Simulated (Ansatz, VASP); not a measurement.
# Two plane-wave programs on Hf

The input INCAR:

```
SYSTEM = Hf
PREC = Accurate
ENCUT = 520
EDIFF = 1E-7
ISMEAR = 0
SIGMA = 0.1
LREAL = .False.
LASPH = .True.
NELM = 60
ALGO = Normal
ISIF = 2
LWAVE = .False.
LCHARG = .False.
GGA = PE
NBANDS = 17
```

File KPOINTS:

```
regular mesh
0
Gamma
  6 4 6
  0 0 0
```

File POSCAR:

```
Hf
1.0
    3.6852769500      0.0000000000      0.0000000000
    0.0000000000      3.8870200100      0.0000000000
    0.0000000000      0.0000000000      3.4261212300
Hf
2
Direct
    0.0000000000      0.5000000000      0.9101540600
    0.5000000000      0.0000000000      0.0898459400
```

Input for Ansatz:

```yaml
crystal:
  lattice:
    - [3.68527695, 0.0, 0.0]
    - [0.0, 3.88702001, 0.0]
    - [0.0, 0.0, 3.42612123]
  atoms:
    - { symbol: Hf, position: [0.0, 0.5, 0.91015406] }
    - { symbol: Hf, position: [0.5, 0.0, 0.08984594] }
basis:
  ecutwfc: 420
kpoints:
  mp_grid: { grid: [6, 4, 6] }
hamiltonian:
  xc: pbe
scf:
  occupations: { method: gaussian, width: 0.1 }
  lower_state_search: "off"
output:
  forces: true
  stress: true
  eigenvalues: true
```

Alike in both runs: task single point; functional PBE; k mesh 6 × 4 × 6; occupations gaussian, width 0.1 eV; no spin polarisation.

|  | VASP | Ansatz |
| --- | --- | --- |
| version | VASP 6.6.1 | Ansatz 0.2.0 |
| potentials or method | VASP PAW PBE potentials, release 64 (Hf_pv), cutoff 520 eV | scalar-relativistic, plane waves, PAW |
| valence electrons in the cell | 20 | 52 |

Ansatz gave:

```
gap on the k mesh at the Fermi level (eV)                     : none
pressure (GPa)                                                : 2.1
traceless stress, the component that is largest in VASP (GPa) : -12.49
rms of the force components (eV/Å)                            : 1.082
```

Problem. Estimate VASP's values.

Solution. gap on the k mesh at the Fermi level (eV): none; pressure (GPa): 1.8; traceless stress, the component that is largest in VASP (GPa): -12.21; rms of the force components (eV/Å): 1.069.

Atom by atom the forces differ by 0.013 eV/Å (rms over components). A gap of «none» marks a metal or a gap that the smearing closes. VASP's potentials hold 20 valence electrons a cell and Ansatz's 52, so a difference there can come from the potentials and not from the codes.

The k mesh is coarse, so the values compare programs but aren't converged. Spin-orbit coupling is off throughout.
